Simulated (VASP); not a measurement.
## Al2O3: single point with PBE

The system is Al2O3.

```
Al O
1.0
     2.47922    1.43138    4.52572
    -2.47922    1.43138    4.52572
     0.00000   -2.86276    4.52572
Al O
4 6
Direct
  0.35230 0.35230 0.35230
  0.14770 0.14770 0.14770
  0.64770 0.64770 0.64770
  0.85230 0.85230 0.85230
  0.55534 0.94466 0.25000
  0.25000 0.55534 0.94466
  0.94466 0.25000 0.55534
  0.44466 0.05534 0.75000
  0.75000 0.44466 0.05534
  0.05534 0.75000 0.44466
```

```json
{
  "Program": "VASP 6.6.1",
  "Task": "single point",
  "Functional": "PBE",
  "Potentials or basis": "VASP PAW PBE potentials, release 64 (Al, O)",
  "Cutoff": "520 eV",
  "k mesh": "6 × 6 × 6",
  "Occupations": "gaussian, width 0.02 eV",
  "Spin": "no spin polarisation",
  "Dipole correction": "no",
  "Further INCAR settings": "ALGO = Normal; EDIFF = 1e-06; NBANDS = 35"
}
```

- Pressure: -18.2 GPa
- Largest force: 0.006 eV/Å
- Band gap on the k mesh: 4.72 eV

Forces in eV/Å, atoms in the order of the input:
```
Al   0.000  0.000  0.000
Al   0.000  0.000  0.000
Al   0.000  0.000  0.000
Al   0.000  0.000  0.000
O   -0.006  0.000  0.000
O    0.003 -0.005  0.000
O    0.003  0.005  0.000
O    0.006  0.000  0.000
O   -0.003  0.005  0.000
O   -0.003 -0.005  0.000
```

Levels at points of the mesh, in eV from the valence-band top:
| k point | band 22 | band 23 | band 24 | band 25 | band 26 | band 27 |
| --- | --- | --- | --- | --- | --- | --- |
| (0.00, 0.00, 0.00) | -0.03 | 0.00 | 0.00 | 4.72 | 8.19 | 9.19 |
| (0.50, 0.00, 0.00) | -0.72 | -0.19 | -0.19 | 8.01 | 8.01 | 8.48 |
| (0.50, 0.50, 0.00) | -0.75 | -0.59 | -0.18 | 8.16 | 8.57 | 8.95 |
| (0.50, 0.50, 0.50) | -0.27 | -0.27 | -0.27 | 7.34 | 7.34 | 9.99 |

It took 60 s on 1 thread of Intel(R) Xeon(R) 6975P-C (Granite Rapids) (shared host), peak memory 0.26 GiB.

Caveat: the cell stands under tension.
